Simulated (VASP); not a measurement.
Crystal: Ba.

```xyz
1
Lattice="-2.4411 2.4411 2.4411 2.4411 -2.4411 2.4411 2.4411 2.4411 -2.4411" Properties=species:S:1:pos:R:3 pbc="T T T"
Ba    0.0000    0.0000    0.0000
```

Base run:

* Program: VASP 6.6.1
* Functional: r2SCAN
* Potentials or basis: VASP PAW PBE potentials, release 64 (Ba_sv)
* Cutoff: 520 eV
* k mesh: 9 × 9 × 9
* Occupations: fermi-dirac, width 0.05 eV
* Spin: no spin polarisation

Its results: band gap on the k mesh zero (bands 5 and 6 overlap by 1.27 eV); pressure 1.2 GPa.

Task: The run is repeated on the same cell with these changes: functional from r2SCAN to PBEsol; further incar settings from ALGO = Normal; EDIFF = 1e-07; NBANDS = 11 to ALGO = Normal; EDIFF = 1e-06; NBANDS = 11. What comes out?

Result: Band gap on the k mesh zero (bands 5 and 6 overlap by 1.09 eV); pressure 0.1 GPa.

Caveats: the PAW data sets were made with another functional, which shifts forces and pressure a little; spin-orbit coupling is left out, which moves the levels of the heavy elements.
